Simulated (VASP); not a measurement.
A run of VASP 6.6.1:

Contents of INCAR:

```
SYSTEM = AlN
PREC = Accurate
ENCUT = 600
EDIFF = 1E-6
ISMEAR = 1
SIGMA = 0.1
LREAL = .FALSE.
LASPH = .TRUE.
NELM = 120
ALGO = Normal
ISIF = 2
LWAVE = .FALSE.
LCHARG = .FALSE.
GGA = LIBXC
LIBXC1 = LDA_X
LIBXC2 = GGA_C_PBE
ISYM = 0
NBANDS = 16
GGA_COMPAT = .FALSE.
```

KPOINTS

```
Automatic mesh
0
Gamma
  7 7 4
  0.5 0.5 0.5
```

The input POSCAR:

```
AlN
1.0
    2.9682767335      0.0001386372      0.0000000000
   -1.4840183034      2.5706723752      0.0000000000
    0.0000000000      0.0000000000      4.6349896908
Al N
2 2
Direct
    0.3333316620      0.6666683380     -0.0048089602
    0.6666683380      0.3333316620      0.4951910398
    0.3333132453      0.6666867547      0.3848089602
    0.6666867547      0.3333132453      0.8848089602
```

Potentials or basis: VASP PAW PBE potentials, release 64 (Al, N).

Run with:

```bash
$ cat potpaw_PBE.64/Al/POTCAR potpaw_PBE.64/N/POTCAR > POTCAR
$ mpirun -np 1 vasp_std > vasp.out
```

Hardware: 1 thread of AMD EPYC 7R13 Processor (Zen 3), on a shared host.

**Question.** Estimate the wall time of this run.

**Answer.** Wall time 48 s on 1 thread of AMD EPYC 7R13 Processor (Zen 3), with other jobs on the host, peak memory 0.16 GiB. Counts: scf iterations 12, k points 98.
